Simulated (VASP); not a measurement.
# KF in VASP: a series of runs

KF is run at these levels: PBE, r2SCAN; tasks: single point.

Program: VASP 6.6.1. These are calculated values, not measurements. Logs are shortened: lines on timing, memory, paths and dates and some standing lists are left out, and cuts for length are marked.

### Step 1. The cell of the first run

The structure is cubic, space group F-43m (No. 216). The conventional cell has a = 5.591 Å, b = 5.591 Å, c = 5.591 Å, α = 90.00°, β = 90.00°, γ = 90.00°. Within 3.2 Å of K (site symmetry -43m) lie 4 F at 2.42 Å. F (site symmetry -43m) has 4 K at 2.42 Å within 3.2 Å.

### Step 2. Single point, PBE (strain -4.8%)

INCAR reads:

```
PREC = Accurate
ENCUT = 520
EDIFF = 1E-7
ISMEAR = -1
SIGMA = 0.02
LREAL = False
LASPH = True
NELM = 80
ALGO = Normal
ISIF = 2
LWAVE = False
LCHARG = False
GGA = PE
NBANDS = 15
```

KPOINTS reads:

```
regular mesh
0
Gamma
  8 8 8
```

POSCAR reads:

```
KF
1.0
    0.0000000000      2.7956763218      2.7956763218
    2.7956763218      0.0000000000      2.7956763218
    2.7956763218      2.7956763218      0.0000000000
K F
1 1
Direct
    0.0000000000      0.0000000000      0.0000000000
    0.2500000000      0.2500000000      0.2500000000
```

Potentials or basis: VASP PAW PBE potentials, release 64 (K_sv, F).

Launch:

```sh
$ cat potpaw_PBE.64/K_sv/POTCAR potpaw_PBE.64/F/POTCAR > POTCAR
$ mpirun -np 1 vasp_std > vasp.out
```

OUTCAR:

```text
PREC = Accurate
   ENCUT = 520
   EDIFF = 1E-7
   ISMEAR = -1
   LREAL = False
   LASPH = True
   NELM = 80
   ISIF = 2
   GGA = PE

 ion  position               nearest neighbor table
   1  0.000  0.000  0.000-   2 2.42   2 2.42   2 2.42   2 2.42
   2  0.250  0.250  0.250-   1 2.42   1 2.42   1 2.42   1 2.42

  LATTYP: Found a face centered cubic cell.
 ALAT       =     5.5913526436

  Lattice vectors:

 A1 = (   0.0000000000,   2.7956763218,   2.7956763218)
 A2 = (   2.7956763218,   0.0000000000,   2.7956763218)
 A3 = (   2.7956763218,   2.7956763218,   0.0000000000)

Analysis of symmetry for initial positions (statically):
=====================================================================
 Subroutine PRICEL returns:
 Original cell was already a primitive cell.

 Routine SETGRP: Setting up the symmetry group for a
 face centered cubic supercell.

 Subroutine GETGRP returns: Found 24 space group operations
 (whereof 24 operations were pure point group operations)
 out of a pool of 48 trial point group operations.

The static configuration has the point symmetry T_d .

Analysis of symmetry for dynamics (positions and initial velocities):
=====================================================================
 Subroutine PRICEL returns:
 Original cell was already a primitive cell.

 Routine SETGRP: Setting up the symmetry group for a
 face centered cubic supercell.

 Subroutine GETGRP returns: Found 24 space group operations
 (whereof 24 operations were pure point group operations)
 out of a pool of 48 trial point group operations.

The dynamic configuration has the point symmetry T_d .

 Subroutine INISYM returns: Found 24 space group operations
 (whereof 24 operations are pure point group operations),
 and found     1 'primitive' translations

----------------------------------------------------------------------------------------

                                     Primitive cell

  volume of cell :      43.7009

  direct lattice vectors                    reciprocal lattice vectors
     0.000000000  2.795676322  2.795676322    -0.178847600  0.178847600  0.178847600
     2.795676322  0.000000000  2.795676322     0.178847600 -0.178847600  0.178847600
     2.795676322  2.795676322  0.000000000     0.178847600  0.178847600 -0.178847600

  length of vectors
     3.953683370  3.953683370  3.953683370     0.309773130  0.309773130  0.309773130

  position of ions in fractional coordinates (direct lattice)
     0.000000000  0.000000000  0.000000000
     0.250000000  0.250000000  0.250000000

  ion indices of the primitive-cell ions
   primitive index   ion index
                 1           1
                 2           2

----------------------------------------------------------------------------------------

 KPOINTS: regular mesh

Automatic generation of k-mesh.
 Grid dimensions read from file:
 generate k-points for:    8    8    8

 Generating k-lattice:

  Cartesian coordinates                     Fractional coordinates (reciprocal lattice)
    -0.022355950  0.022355950  0.022355950     0.125000000  0.000000000  0.000000000
     0.022355950 -0.022355950  0.022355950     0.000000000  0.125000000  0.000000000
     0.022355950  0.022355950 -0.022355950     0.000000000  0.000000000  0.125000000

  Length of vectors
     0.038721641  0.038721641  0.038721641

  Shift w.r.t. Gamma in fractional coordinates (k-lattice)
     0.000000000  0.000000000  0.000000000

 Subroutine IBZKPT returns following result:
 ===========================================

 Found     29 irreducible k-points:

 Following reciprocal coordinates:
            Coordinates               Weight
  0.000000  0.000000  0.000000      1.000000
  0.125000  0.000000  0.000000      8.000000
  0.250000  0.000000  0.000000      8.000000
  0.375000  0.000000  0.000000      8.000000
  0.500000  0.000000  0.000000      4.000000
  0.125000  0.125000  0.000000      6.000000
[... 16 lines left out ...]
  0.500000  0.250000  0.125000     48.000000
 -0.375000  0.250000  0.125000     24.000000
 [... further k-points ...]
   k-points           NKPTS =     29   k-points in BZ     NKDIM =     29   number of bands    NBANDS=     15
   number of dos      NEDOS =    301   number of ions     NIONS =      2
   total plane-waves  NPLWV =  27000
   dimension x,y,z NGX =    30 NGY =   30 NGZ =   30
   dimension x,y,z NGXF=    60 NGYF=   60 NGZF=   60
   ions per type =               1   1
   NGX,Y,Z   is equivalent  to a cutoff of  12.61, 12.61, 12.61 a.u.
   NGXF,Y,Z  is equivalent  to a cutoff of  25.23, 25.23, 25.23 a.u.
 SYSTEM =  unknown system
   PREC   = accura    normal or accurate (medium, high low for compatibility)
   ISTART =      0    job   : 0-new  1-cont  2-samecut
   ICHARG =      2    charge: 1-file 2-atom 10-const
   ISPIN  =      1    spin polarized calculation?
   LNONCOLLINEAR =      F non collinear calculations
   LSORBIT =      F    spin-orbit coupling
   LASPH  =      T    aspherical Exc in radial PAW
   ENCUT  =  520.0 eV  38.22 Ry    6.18 a.u.   7.35  7.35  7.35*2*pi/ulx,y,z
   NELM   =     80;   NELMIN=  2; NELMDL= -5     # of ELM steps
   EDIFF  = 0.1E-06   stopping-criterion for ELM
   LREAL  =      F    real-space projection
   EDIFFG = 0.1E-05   stopping-criterion for IOM
   NSW    =      0    number of steps for IOM
   IBRION =     -1    ionic relax: 0-MD 1-quasi-New 2-CG
   NFREE  =      0    steps in history (QN), initial steepest desc. (CG)
   ISIF   =      2    stress and relaxation
   ISYM   =      2    0-nonsym 1-usesym 2-fastsym
   POTIM  = 0.5000    time-step for ionic-motion
   TEBEG  =    0.0;   TEEND  =   0.0 temperature during run
   PSTRESS=    0.0 pullay stress
   NELECT =      16.0000    total number of electrons
   NUPDOWN=      -1.0000    fix difference up-down
   EMIN   =  10.00;   EMAX   =-10.00  energy-range for DOS
   EFERMI =   0.00;   METHOD = LEGACY
   ISMEAR =    -1;   SIGMA  =   0.02  broadening in eV -4-tet -1-fermi 0-gaus
   EFERMI_NEDOS =   21; number of points for ismear=-14 and -15
   IALGO  =     38    algorithm
   IMIX   =      4    mixing-type and parameters
     AMIX     =   0.40;   BMIX     =  1.00
     AMIX_MAG =   1.60;   BMIX_MAG =  1.00
  volume/ion in A,a.u.               =      21.85       147.45
  Fermi-wavevector in a.u.,A,eV,Ry     =   1.171165  2.213180 18.662112  1.371627
  Thomas-Fermi vector in A             =   2.307612
   LORBIT       =      0    0 simple, 1 ext, 2 COOP (PROOUT), +10 PAW based schemes
   GGA     = PE    functional components
   LHFCALC =     F    Hartree Fock is set to
   AEXX    =    0.0000 exact exchange contribution
   IVDW    =     0    specifies the selected vdW correction
   LEPSILON=     F    determine dielectric tensor
   LRPA    =     F    only Hartree local field effects (RPA)
 non-spin polarized calculation
  energy-cutoff  :      520.00
  volume of cell :       43.70
 maximum number of plane-waves:      1243
 NGX is ok and might be reduce to    30
   NGX = 15   NGY = 15   NGZ = 15

 number of electron      16.0000009 magnetization

 Free energy of the ion-electron system (eV)
  ---------------------------------------------------
  ext. energy  EPLUGINS =         0.00000000
  ---------------------------------------------------
  free energy    TOTEN  =        -7.97775299 eV

  energy without entropy =       -7.97775299  energy(sigma->0) =       -7.97775299

 E-fermi :  -2.7418     XC(G=0):  -7.5913

 val. band max:       -3.3114820204   @ k =  -0.2500   0.5000   0.2500
 cond. band min:       2.2499591046   @ k =   0.0000   0.0000   0.0000
 fundamental gap:      5.5614411249
 Fermi energy:        -2.7418185354

 k-point     1 :       0.0000    0.0000    0.0000
  band No.  band energies     occupation
      1     -29.1209      2.00000
      2     -21.9449      2.00000
      3     -12.4640      2.00000
      4     -12.4640      2.00000
      5     -12.4640      2.00000
      6      -3.6663      2.00000
      7      -3.6663      2.00000
      8      -3.6663      2.00000
      9       2.2500      0.00000
     10       8.9932      0.00000
     11       8.9932      0.00000
     12       9.3066      0.00000
     13       9.3066      0.00000
     14       9.3066      0.00000
     15      14.9092      0.00000

 k-point     2 :       0.1250    0.0000    0.0000
  band No.  band energies     occupation
      1     -29.1082      2.00000
      2     -21.9682      2.00000
      3     -12.4880      2.00000
      4     -12.4761      2.00000
      5     -12.4761      2.00000
      6      -3.6895      2.00000
      7      -3.6432      2.00000
      8      -3.6432      2.00000
      9       2.6045      0.00000
     10       8.6511      0.00000
     11       8.6511      0.00000
     12       9.0172      0.00000
     13       9.6460      0.00000
     14       9.6460      0.00000
     15      13.6301      0.00000

 k-point     3 :       0.2500    0.0000    0.0000
  band No.  band energies     occupation
      1     -29.0773      2.00000
      2     -22.0255      2.00000
      3     -12.5491      2.00000
      4     -12.5052      2.00000
      5     -12.5052      2.00000
      6      -3.7023      2.00000
      7      -3.5894      2.00000
      8      -3.5894      2.00000
      9       3.4902      0.00000
     10       8.3028      0.00000
     11       8.3157      0.00000
     12       8.3157      0.00000
     13      10.0241      0.00000
     14      10.0241      0.00000
     15      12.3339      0.00000
[... 343 lines left out ...]
 k-point    23 :       0.5000    0.2500    0.1250
  band No.  band energies     occupation
      1     -29.0289      2.00000
      2     -22.1138      2.00000
      3     -12.7303      2.00000
      4     -12.5822      2.00000
      5     -12.4297      2.00000
      6      -3.7177      2.00000
      7      -3.5040      2.00000
      8      -3.4441      2.00000
      9       4.8632      0.00000
     10       6.5088      0.00000
     11       8.4147      0.00000
     12       8.7199      0.00000
     13      10.3191      0.00000
     14      10.8831      0.00000
     15      12.1864      0.00000

 k-point    24 :      -0.3750    0.2500    0.1250
  band No.  band energies     occupation
      1     -29.0183      2.00000
      2     -22.1327      2.00000
      3     -12.7668      2.00000
      4     -12.5960      2.00000
      5     -12.4201      2.00000
      6      -3.6626      2.00000
      7      -3.5214      2.00000
      8      -3.4204      2.00000
      9       5.2166      0.00000
     10       6.2779      0.00000
     11       8.3013      0.00000
     12       8.7725      0.00000
     13      10.4353      0.00000
     14      11.0535      0.00000
     15      11.8952      0.00000

 [... further k-points ...]
[... 5 lines left out ...]
  --------------------------------------------------------------------------------------
  -------------------------------------------------------------------------------------
  Total        1.6503787      1.6503787      1.6503787      0.0000000      0.0000000      0.0000000
  in kB       60.5067078     60.5067078     60.5067078      0.0000000      0.0000000      0.0000000
  external PRESSURE =      60.5067078 kB  Pullay stress =       0.0000000 kB

 VOLUME and BASIS-vectors are now :
 -----------------------------------------------------------------------------
  energy-cutoff  :      520.00
  volume of cell :       43.70
      direct lattice vectors                 reciprocal lattice vectors
     0.000000000  2.795676322  2.795676322    -0.178847600  0.178847600  0.178847600
     2.795676322  0.000000000  2.795676322     0.178847600 -0.178847600  0.178847600
     2.795676322  2.795676322  0.000000000     0.178847600  0.178847600 -0.178847600

 POSITION                                       TOTAL-FORCE (eV/Angst)
 -----------------------------------------------------------------------------------
      0.00000      0.00000      0.00000         0.000000      0.000000      0.000000
      1.39784      1.39784      1.39784        -0.000000     -0.000000     -0.000000
 -----------------------------------------------------------------------------------
    total drift:                                0.000000      0.000000      0.000000

  FREE ENERGIE OF THE ION-ELECTRON SYSTEM (eV)
  ---------------------------------------------------
  free  energy   TOTEN  =        -7.9777529863 eV

  energy  without entropy=       -7.9777529863  energy(sigma->0) =       -7.97775299
```

It took 18 s on 1 thread of Intel Xeon Platinum 8259CL at 2.50GHz (Skylake/Cascade Lake), shared host; peak memory 0.17 GiB.

What came out:

```
Free energy            : -7.9778 eV
Pressure               : 6.1 GPa
Band gap on the k mesh : 5.56 eV, indirect (least direct gap 5.92 eV)
```

Caveat: the cell differs from its parent crystal (strain -4.8%).

### Step 3. Single point, r2SCAN (strain -4.8%)

POSCAR is that of step 2.

INCAR.step1 reads:

```
SYSTEM = KF
  PREC = Accurate
  ENCUT = 520
  ISMEAR = 0
  SIGMA = 0.01
  LREAL = .False.
  LASPH = .True.
  NELM = 100
  NBANDS = 15
  GGA = PE
  ALGO = Normal
  EDIFF = 1E-4
  LWAVE = .True.
  LCHARG = .False.
```

INCAR.step2 reads:

```
SYSTEM = KF
  PREC = Accurate
  ENCUT = 520
  EDIFF = 1E-6
  ISMEAR = 0
  SIGMA = 0.01
  LREAL = .False.
  LASPH = .True.
  NELM = 100
  ALGO = Normal
  ISIF = 2
  LWAVE = .False.
  LCHARG = .True.
  METAGGA = R2SCAN
  LMIXTAU = .True.
  LELF = .True.
  LVHAR = .True.
  NBANDS = 15
  ISTART = 1
```

KPOINTS reads:

```
regular mesh
0
Gamma
  8 8 8
  0 0 0
```

Potentials or basis: VASP PAW PBE potentials, release 64 (K_sv, F).

Launch:

```sh
$ cat potpaw_PBE.64/K_sv/POTCAR potpaw_PBE.64/F/POTCAR > POTCAR
$ cp INCAR.step1 INCAR
$ mpirun -np 1 vasp_std > vasp.out
$ cp INCAR.step2 INCAR
$ mpirun -np 1 vasp_std > vasp.out
```

OUTCAR:

```text
SYSTEM = KF
   PREC = Accurate
   ENCUT = 520
   EDIFF = 1E-6
   ISMEAR = 0
   LREAL = .False.
   LASPH = .True.
   NELM = 100
   ISIF = 2
   METAGGA = R2SCAN
   ISTART = 1

 ion  position               nearest neighbor table
   1  0.000  0.000  0.000-   2 2.42   2 2.42   2 2.42   2 2.42
   2  0.250  0.250  0.250-   1 2.42   1 2.42   1 2.42   1 2.42

  LATTYP: Found a face centered cubic cell.
 ALAT       =     5.5913526436

  Lattice vectors:

 A1 = (   0.0000000000,   2.7956763218,   2.7956763218)
 A2 = (   2.7956763218,   0.0000000000,   2.7956763218)
 A3 = (   2.7956763218,   2.7956763218,   0.0000000000)

Analysis of symmetry for initial positions (statically):
=====================================================================
 Subroutine PRICEL returns:
 Original cell was already a primitive cell.

 Routine SETGRP: Setting up the symmetry group for a
 face centered cubic supercell.

 Subroutine GETGRP returns: Found 24 space group operations
 (whereof 24 operations were pure point group operations)
 out of a pool of 48 trial point group operations.

The static configuration has the point symmetry T_d .

Analysis of symmetry for dynamics (positions and initial velocities):
=====================================================================
 Subroutine PRICEL returns:
 Original cell was already a primitive cell.

 Routine SETGRP: Setting up the symmetry group for a
 face centered cubic supercell.

 Subroutine GETGRP returns: Found 24 space group operations
 (whereof 24 operations were pure point group operations)
 out of a pool of 48 trial point group operations.

The dynamic configuration has the point symmetry T_d .

 Subroutine INISYM returns: Found 24 space group operations
 (whereof 24 operations are pure point group operations),
 and found     1 'primitive' translations

----------------------------------------------------------------------------------------

                                     Primitive cell

  volume of cell :      43.7009

  direct lattice vectors                    reciprocal lattice vectors
[... 113 lines left out ...]
   LHFCALC =     F    Hartree Fock is set to
   AEXX    =    0.0000 exact exchange contribution
   IVDW    =     0    specifies the selected vdW correction
   LEPSILON=     F    determine dielectric tensor
   LRPA    =     F    only Hartree local field effects (RPA)
 non-spin polarized calculation
 Gauss-broadening in eV      SIGMA  =   0.01
  energy-cutoff  :      520.00
  volume of cell :       43.70
 maximum number of plane-waves:      1243
 NGX is ok and might be reduce to    30
   NGX = 15   NGY = 15   NGZ = 15

 number of electron      16.0000009 magnetization

 Free energy of the ion-electron system (eV)
  ---------------------------------------------------
  ext. energy  EPLUGINS =         0.00000000
  ---------------------------------------------------
  free energy    TOTEN  =       -14.60451889 eV

  energy without entropy =      -14.60451889  energy(sigma->0) =      -14.60451889

 E-fermi :  -3.7216     XC(G=0):  -8.0017

 val. band max:       -3.8130199472   @ k =  -0.2500   0.5000   0.2500
 cond. band min:       2.2940671127   @ k =   0.0000   0.0000   0.0000
 fundamental gap:      6.1070870599
 Fermi energy:        -3.7215694695

 k-point     1 :       0.0000    0.0000    0.0000
  band No.  band energies     occupation
      1     -30.6378      2.00000
      2     -23.5865      2.00000
      3     -13.2094      2.00000
      4     -13.2094      2.00000
      5     -13.2094      2.00000
      6      -4.1639      2.00000
      7      -4.1639      2.00000
      8      -4.1639      2.00000
      9       2.2941      0.00000
     10       9.3731      0.00000
     11       9.3731      0.00000
     12       9.6590      0.00000
     13       9.6590      0.00000
     14       9.6590      0.00000
[... 401 lines left out ...]
      2     -23.7725      2.00000
      3     -13.5072      2.00000
      4     -13.3398      2.00000
      5     -13.1694      2.00000
      6      -4.1520      2.00000
      7      -4.0193      2.00000
      8      -3.9205      2.00000
      9       5.2331      0.00000
     10       6.3639      0.00000
     11       8.6215      0.00000
     12       9.1203      0.00000
     13      10.8529      0.00000
     14      11.4680      0.00000
     15      12.4159      0.00000

 [... further k-points ...]
[... 5 lines left out ...]
  --------------------------------------------------------------------------------------
  -------------------------------------------------------------------------------------
  Total        1.3647911      1.3647911      1.3647911     -0.0000000     -0.0000000      0.0000000
  in kB       50.0364049     50.0364049     50.0364049     -0.0000000     -0.0000000      0.0000000
  external PRESSURE =      50.0364049 kB  Pullay stress =       0.0000000 kB

 VOLUME and BASIS-vectors are now :
 -----------------------------------------------------------------------------
  energy-cutoff  :      520.00
  volume of cell :       43.70
      direct lattice vectors                 reciprocal lattice vectors
     0.000000000  2.795676322  2.795676322    -0.178847600  0.178847600  0.178847600
     2.795676322  0.000000000  2.795676322     0.178847600 -0.178847600  0.178847600
     2.795676322  2.795676322  0.000000000     0.178847600  0.178847600 -0.178847600

 POSITION                                       TOTAL-FORCE (eV/Angst)
 -----------------------------------------------------------------------------------
      0.00000      0.00000      0.00000         0.000000      0.000000      0.000000
      1.39784      1.39784      1.39784        -0.000000     -0.000000     -0.000000
 -----------------------------------------------------------------------------------
    total drift:                                0.000000      0.000000     -0.000000

  FREE ENERGIE OF THE ION-ELECTRON SYSTEM (eV)
  ---------------------------------------------------
  free  energy   TOTEN  =       -14.6045188903 eV

  energy  without entropy=      -14.6045188903  energy(sigma->0) =      -14.60451889
```

OUTCAR.step1:

```text
SYSTEM = KF
   PREC = Accurate
   ENCUT = 520
   ISMEAR = 0
   LREAL = .False.
   LASPH = .True.
[... 654 lines left out ...]
      0.00000      0.00000      0.00000        -0.000000     -0.000000     -0.000000
      1.39784      1.39784      1.39784         0.000000      0.000000      0.000000
 -----------------------------------------------------------------------------------
    total drift:                                0.000000      0.000000      0.000000

  FREE ENERGIE OF THE ION-ELECTRON SYSTEM (eV)
  ---------------------------------------------------
  free  energy   TOTEN  =        -7.9777422999 eV

  energy  without entropy=       -7.9777422999  energy(sigma->0) =       -7.97774230
```

Run time: 73 s. Hardware: 1 thread of Intel Xeon Platinum 8259CL at 2.50GHz (Skylake/Cascade Lake), shared host; peak memory 0.18 GiB.

What came out:

* Free energy: -14.6045 eV
* Pressure: 5.0 GPa
* Band gap on the k mesh: 6.11 eV, indirect (least direct gap 6.46 eV)

Caveat: the cell differs from its parent crystal (strain -4.8%); the PAW data sets were made with another functional, which shifts forces and pressure a little.

(Continued in part 2 of 2.)
